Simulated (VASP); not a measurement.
# SiW8C8 in VASP: single point with PBEsol

Aim: the single point of SiW8C8 with PBEsol.

Everything below comes from runs of VASP 6.6.1. Logs are shortened: lines on timing, memory, paths and dates and some standing lists are left out, and cuts for length are marked.

**1. The cell of the first run**

The cell holds a slab with vacuum, 17 atoms: a = 5.798 Å, b = 5.798 Å, c = 15.251 Å, α = 90.00°, β = 90.00°, γ = 120.00°.

**2. Single point, PBEsol**

File INCAR:

```
PREC     = Accurate       # precision mode
ENCUT    = 1000           # plane-wave cutoff, eV
EDIFF    = 1E-6           # SCF threshold, eV
ISMEAR   = -1             # smearing method
SIGMA    = 0.1            # smearing width, eV
LREAL    = Auto         
LASPH    = T              # aspherical terms in the spheres
NELM     = 120            # most SCF steps
ALGO     = Normal         # electronic algorithm
ISIF     = 2              # what is computed and relaxed
LWAVE    = F              # write WAVECAR
LCHARG   = T              # write CHGCAR
GGA      = PS             # functional
LELF     = T              # ELF
LVHAR    = T            
NBANDS   = 88             # bands
GGA_COMPAT= F            
NELMDL   = -8
```

File KPOINTS:

```
regular mesh
0
Gamma
  2 2 1
```

File POSCAR:

```
SiW8C8
1.0
    5.7982000000      0.0000000000      0.0000000000
   -2.8991000000      5.0213880000      0.0000000000
    0.0000000000      0.0000000000     15.2510000000
W C Si
8 8 1
Direct
    0.0000000000      0.0000000000      0.0655695000
   -0.0028241462     -0.0014488830      0.2542770192
    0.0000000000      0.5000000000      0.0655695000
   -0.0000341985      0.4999275616      0.2427553472
    0.5000000000      0.0000000000      0.0655695000
    0.5013756773     -0.0014517654      0.2542781805
    0.5000000000      0.5000000000      0.0655695000
    0.5013893138      0.5027818504      0.2542809872
    0.3333937438      0.1667860929      0.1526787739
    0.3332375988      0.1664740500      0.3261390027
    0.3371079396      0.6686033848      0.1508148705
    0.3124632980      0.6561068061      0.3323929469
    0.8314656445      0.1629311949      0.1508195639
    0.8436255948      0.1872452082      0.3323955665
    0.8314957217      0.6686028842      0.1508156728
    0.8436444870      0.6561103839      0.3323915694
   -0.0000516207      0.4998416253      0.4032851478
```

Potentials or basis: VASP PAW PBE potentials, release 64 (W_sv, C_h, Si).

Command:

```sh
> cat potpaw_PBE.64/W_sv/POTCAR potpaw_PBE.64/C_h/POTCAR potpaw_PBE.64/Si/POTCAR > POTCAR
> mpirun -np 1 vasp_std > vasp.out
```

OUTCAR:

```text
PREC = Accurate
   ENCUT = 1000
   EDIFF = 1E-6
   ISMEAR = -1
   LREAL = Auto
   LASPH = T
   NELM = 120
   ISIF = 2
   GGA = PS
   NELMDL = -8

 ion  position               nearest neighbor table
   1  0.000  0.000  0.066-  15 2.11  13 2.11   9 2.14   2 2.88   7 2.90   3 2.90   3 2.90   7 2.90
                             5 2.90   5 2.90
   2  0.997  0.999  0.254-  10 2.01  14 2.09  16 2.09  15 2.29  13 2.29   9 2.29   8 2.87   6 2.87
                             1 2.88   4 2.90   4 2.90   6 2.92   8 2.92
   3  0.000  0.500  0.066-  13 2.13  11 2.13  15 2.13   4 2.70   5 2.90   1 2.90   1 2.90   5 2.90
                             7 2.90   7 2.90
   4  1.000  0.500  0.243-  12 2.08  16 2.08  14 2.08  13 2.20  11 2.20  15 2.20  17 2.45   3 2.70
                             2 2.90   6 2.90   8 2.90   8 2.90   6 2.90   2 2.90
   5  0.500  0.000  0.066-  11 2.11  13 2.11   9 2.14   6 2.88   7 2.90   3 2.90   7 2.90   3 2.90
                             1 2.90   1 2.90
   6  0.501  0.999  0.254-  10 2.01  14 2.09  12 2.09  11 2.29  13 2.29   9 2.29   8 2.87   2 2.87
                             5 2.88   4 2.90   4 2.90   2 2.92   8 2.92
   7  0.500  0.500  0.066-  11 2.11  15 2.11   9 2.14   8 2.88   1 2.90   5 2.90   5 2.90   1 2.90
                             3 2.90   3 2.90
   8  0.501  0.503  0.254-  10 2.01  12 2.09  16 2.09  11 2.29  15 2.29   9 2.29   6 2.87   2 2.87
                             7 2.88   4 2.90   4 2.90   2 2.92   6 2.92
   9  0.333  0.167  0.153-   7 2.14   5 2.14   1 2.14   8 2.29   2 2.29   6 2.29
  10  0.333  0.166  0.326-   6 2.01   2 2.01   8 2.01
  11  0.337  0.669  0.151-   5 2.11   7 2.11   3 2.13   4 2.20   6 2.29   8 2.29
  12  0.312  0.656  0.332-  17 1.91   4 2.08   8 2.09   6 2.09
  13  0.831  0.163  0.151-   1 2.11   5 2.11   3 2.13   4 2.20   2 2.29   6 2.29
  14  0.844  0.187  0.332-  17 1.91   4 2.08   2 2.09   6 2.09
  15  0.831  0.669  0.151-   1 2.11   7 2.11   3 2.13   4 2.20   2 2.29   8 2.29
  16  0.844  0.656  0.332-  17 1.91   4 2.08   8 2.09   2 2.09
  17  1.000  0.500  0.403-  12 1.91  16 1.91  14 1.91   4 2.45

  LATTYP: Found a hexagonal cell.
 ALAT       =     5.7982000000
 C/A-ratio  =     2.6302990583

  Lattice vectors:

 A1 = (   5.7982000000,   0.0000000000,   0.0000000000)
 A2 = (  -2.8991000000,   5.0213880000,   0.0000000000)
 A3 = (   0.0000000000,   0.0000000000,  15.2510000000)

Analysis of symmetry for initial positions (statically):
=====================================================================
 Subroutine PRICEL returns:
 Original cell was already a primitive cell.

 Routine SETGRP: Setting up the symmetry group for a
 hexagonal supercell.

 Subroutine GETGRP returns: Found  1 space group operations
 (whereof  1 operations were pure point group operations)
 out of a pool of 24 trial point group operations.

The static configuration has the point symmetry C_1 .

Analysis of symmetry for dynamics (positions and initial velocities):
=====================================================================
 Subroutine PRICEL returns:
 Original cell was already a primitive cell.

 Routine SETGRP: Setting up the symmetry group for a
 hexagonal supercell.

 Subroutine GETGRP returns: Found  1 space group operations
 (whereof  1 operations were pure point group operations)
 out of a pool of 24 trial point group operations.

The dynamic configuration has the point symmetry C_1 .

 Subroutine INISYM returns: Found  1 space group operations
 (whereof  1 operations are pure point group operations),
 and found     1 'primitive' translations

----------------------------------------------------------------------------------------

                                     Primitive cell

  volume of cell :     444.0330

  direct lattice vectors                    reciprocal lattice vectors
     5.798200000  0.000000000  0.000000000     0.172467317  0.099574062  0.000000000
    -2.899100000  5.021388000  0.000000000     0.000000000  0.199148124  0.000000000
     0.000000000  0.000000000 15.251000000     0.000000000  0.000000000  0.065569471

  length of vectors
     5.798200000  5.798199570 15.251000000     0.199148109  0.199148124  0.065569471

  position of ions in fractional coordinates (direct lattice)
     0.000000000  0.000000000  0.065569500
     0.997175854  0.998551117  0.254277019
     1.000000000  0.500000000  0.065569500
     0.999965801  0.499927562  0.242755347
     0.500000000  0.000000000  0.065569500
     0.501375677  0.998548235  0.254278181
[... 9 lines left out ...]
     0.843644487  0.656110384  0.332391569
     0.999948379  0.499841625  0.403285148

  ion indices of the primitive-cell ions
   primitive index   ion index
                 1           1
                 2           2
                 3           3
                 4           4
                 5           5
                 6           6
[... 9 lines left out ...]
                16          16
                17          17

----------------------------------------------------------------------------------------

 KPOINTS: regular mesh

Automatic generation of k-mesh.
 Grid dimensions read from file:
 generate k-points for:    2    2    1

 Generating k-lattice:

  Cartesian coordinates                     Fractional coordinates (reciprocal lattice)
     0.086233659  0.049787031  0.000000000     0.500000000 -0.000000000  0.000000000
     0.000000000  0.099574062  0.000000000     0.000000000  0.500000000  0.000000000
     0.000000000  0.000000000  0.065569471     0.000000000  0.000000000  1.000000000

  Length of vectors
     0.099574055  0.099574062  0.065569471

  Shift w.r.t. Gamma in fractional coordinates (k-lattice)
     0.000000000  0.000000000  0.000000000

 Subroutine IBZKPT returns following result:
 ===========================================

 Found      4 irreducible k-points:

 Following reciprocal coordinates:
            Coordinates               Weight
  0.000000  0.000000  0.000000      1.000000
  0.500000  0.000000  0.000000      1.000000
  0.000000  0.500000  0.000000      1.000000
  0.500000  0.500000  0.000000      1.000000
   k-points           NKPTS =      4   k-points in BZ     NKDIM =      4   number of bands    NBANDS=     88
   number of dos      NEDOS =    301   number of ions     NIONS =     17
   total plane-waves  NPLWV = 576000
   dimension x,y,z NGX =    60 NGY =   60 NGZ =  160
   dimension x,y,z NGXF=   120 NGYF=  120 NGZF=  320
   ions per type =               8   8   1
   NGX,Y,Z   is equivalent  to a cutoff of  17.20, 17.20, 17.44 a.u.
   NGXF,Y,Z  is equivalent  to a cutoff of  34.41, 34.41, 34.88 a.u.
 SYSTEM =  unknown system
   PREC   = accura    normal or accurate (medium, high low for compatibility)
   ISTART =      0    job   : 0-new  1-cont  2-samecut
   ICHARG =      2    charge: 1-file 2-atom 10-const
   ISPIN  =      1    spin polarized calculation?
   LNONCOLLINEAR =      F non collinear calculations
   LSORBIT =      F    spin-orbit coupling
   LASPH  =      T    aspherical Exc in radial PAW
   ENCUT  = 1000.0 eV  73.50 Ry    8.57 a.u.  14.95 14.95 39.32*2*pi/ulx,y,z
   NELM   =    120;   NELMIN=  2; NELMDL= -8     # of ELM steps
   EDIFF  = 0.1E-05   stopping-criterion for ELM
   LREAL  =      T    real-space projection
   EDIFFG = 0.1E-04   stopping-criterion for IOM
   NSW    =      0    number of steps for IOM
   IBRION =     -1    ionic relax: 0-MD 1-quasi-New 2-CG
   NFREE  =      0    steps in history (QN), initial steepest desc. (CG)
   ISIF   =      2    stress and relaxation
   ISYM   =      2    0-nonsym 1-usesym 2-fastsym
   POTIM  = 0.5000    time-step for ionic-motion
   TEBEG  =    0.0;   TEEND  =   0.0 temperature during run
   PSTRESS=    0.0 pullay stress
   NELECT =     148.0000    total number of electrons
   NUPDOWN=      -1.0000    fix difference up-down
   EMIN   =  10.00;   EMAX   =-10.00  energy-range for DOS
   EFERMI =   0.00;   METHOD = LEGACY
   ISMEAR =    -1;   SIGMA  =   0.10  broadening in eV -4-tet -1-fermi 0-gaus
   EFERMI_NEDOS =   21; number of points for ismear=-14 and -15
   IALGO  =     38    algorithm
   IMIX   =      4    mixing-type and parameters
     AMIX     =   0.40;   BMIX     =  1.00
     AMIX_MAG =   1.60;   BMIX_MAG =  1.00
  volume/ion in A,a.u.               =      26.12       176.26
  Fermi-wavevector in a.u.,A,eV,Ry     =   1.135073  2.144976 17.529607  1.288390
  Thomas-Fermi vector in A             =   2.271777
   LORBIT       =      0    0 simple, 1 ext, 2 COOP (PROOUT), +10 PAW based schemes
   GGA     = PS    functional components
   LHFCALC =     F    Hartree Fock is set to
   AEXX    =    0.0000 exact exchange contribution
   IVDW    =     0    specifies the selected vdW correction
   LEPSILON=     F    determine dielectric tensor
   LRPA    =     F    only Hartree local field effects (RPA)
 non-spin polarized calculation
  energy-cutoff  :     1000.00
  volume of cell :      444.03
 maximum number of plane-waves:     31904
 NGX is ok and might be reduce to    60
   NGX = 29   NGY = 29   NGZ = 79

 number of electron     148.0000004 magnetization

 Free energy of the ion-electron system (eV)
  ---------------------------------------------------
  ext. energy  EPLUGINS =         0.00000000
  ---------------------------------------------------
  free energy    TOTEN  =      -181.78090416 eV

  energy without entropy =     -181.61922208  energy(sigma->0) =     -181.70006312

 E-fermi :   1.5406     XC(G=0):  -6.9047

 val. band max:        1.3165756359   @ k =   0.0000   0.0000   0.0000
 cond. band min:       1.7152170990   @ k =   0.0000   0.0000   0.0000
 fundamental gap:      0.3986414631
 Fermi energy:         1.5406347465

 k-point     1 :       0.0000    0.0000    0.0000
  band No.  band energies     occupation
      1     -72.4774      2.00000
      2     -72.4242      2.00000
      3     -72.4242      2.00000
      4     -72.3980      2.00000
      5     -72.1796      2.00000
      6     -72.1309      2.00000
[... 78 lines left out ...]
     85       4.8878      0.00000
     86       4.8879      0.00000

 k-point     2 :       0.5000    0.0000    0.0000
  band No.  band energies     occupation
      1     -72.4536      2.00000
      2     -72.4446      2.00000
      3     -72.4242      2.00000
      4     -72.4014      2.00000
      5     -72.1622      2.00000
      6     -72.1467      2.00000
[... 78 lines left out ...]
     85       3.5145      0.00000
     86       4.4050      0.00000

 k-point     3 :       0.0000    0.5000    0.0000
  band No.  band energies     occupation
      1     -72.4536      2.00000
      2     -72.4446      2.00000
      3     -72.4242      2.00000
      4     -72.4014      2.00000
      5     -72.1620      2.00000
      6     -72.1472      2.00000
[... 78 lines left out ...]
     85       3.5141      0.00000
     86       4.4048      0.00000

 k-point     4 :       0.5000    0.5000    0.0000
  band No.  band energies     occupation
      1     -72.4536      2.00000
      2     -72.4447      2.00000
      3     -72.4242      2.00000
      4     -72.4014      2.00000
      5     -72.1622      2.00000
      6     -72.1468      2.00000
[... 78 lines left out ...]
     85       3.5145      0.00000
     86       4.4050      0.00000
 [bands above 86 left out]

------------------------ aborting loop because EDIFF is reached ----------------------------------------

  FORCE on cell =-STRESS in cart. coord.  units (eV):
  Direction    XX          YY          ZZ          XY          YZ          ZX
  --------------------------------------------------------------------------------------
  -------------------------------------------------------------------------------------
  Total       -7.5458378     -7.5659610      0.7683549      0.0006690      0.0323760     -0.0021297
  in kB      -27.2271856    -27.2997950      2.7724080      0.0024139      0.1168205     -0.0076844
  external PRESSURE =     -17.2515242 kB  Pullay stress =       0.0000000 kB

 VOLUME and BASIS-vectors are now :
 -----------------------------------------------------------------------------
  energy-cutoff  :     1000.00
  volume of cell :      444.03
      direct lattice vectors                 reciprocal lattice vectors
     5.798200000  0.000000000  0.000000000     0.172467317  0.099574062  0.000000000
    -2.899100000  5.021388000  0.000000000     0.000000000  0.199148124  0.000000000
     0.000000000  0.000000000 15.251000000     0.000000000  0.000000000  0.065569471

 POSITION                                       TOTAL-FORCE (eV/Angst)
 -----------------------------------------------------------------------------------
      0.00000      0.00000      1.00000         0.184499      0.107929      0.323753
      2.88693      5.01411      3.87798        -0.012349     -0.010321      0.004451
     -1.44955      2.51069      1.00000        -0.000044      0.001506     -1.195807
      4.34866      2.51033      3.70226        -0.000640     -0.001761      0.008303
      2.89910      0.00000      1.00000        -0.184473      0.107957      0.323929
      0.01219      5.01410      3.87800         0.012381     -0.009660      0.004170
[... 9 lines left out ...]
      2.98949      3.29458      5.06930        -0.058008      0.036949      0.061968
      4.34881      2.50990      6.15050        -0.001774     -0.000276     -0.030862
 -----------------------------------------------------------------------------------
    total drift:                                0.000322     -0.001203      0.000703

  FREE ENERGIE OF THE ION-ELECTRON SYSTEM (eV)
  ---------------------------------------------------
  free  energy   TOTEN  =      -181.7809041563 eV

  energy  without entropy=     -181.6192220776  energy(sigma->0) =     -181.70006312
```

Wall time 27 min (1 thread of AMD EPYC 7R43 (Zen 3), shared host); peak memory 1.2 GiB.

Results:

```yaml
Free_energy: -181.7809 eV
Largest_force: 1.196 eV/Å
Band_gap_on_the_k_mesh: zero (bands 74 and 75 overlap by 0.42 eV)
```

Forces on the atoms (eV/Å):
```
W    0.184  0.108  0.324
W   -0.012 -0.010  0.004
W    0.000  0.002 -1.196
W   -0.001 -0.002  0.008
W   -0.184  0.108  0.324
W    0.012 -0.010  0.004
W    0.000 -0.209  0.323
W    0.001  0.006  0.004
C    0.000 -0.007 -0.008
C    0.000  0.007  0.030
C    0.003 -0.002  0.010
C    0.060  0.038  0.061
C    0.000 -0.005  0.007
C    0.000 -0.056  0.062
C   -0.003 -0.002  0.010
C   -0.058  0.037  0.062
Si  -0.002  0.000 -0.031
```

Caveat: the k points lie up to 0.63 Å⁻¹ apart; there is no dipole correction, which matters where the two faces differ; the PAW data sets were made with another functional, which shifts forces and pressure a little; spin-orbit coupling is left out, which moves the levels of the heavy elements.

The gap in the log of VASP goes by the Fermi energy; the results here count the filled bands.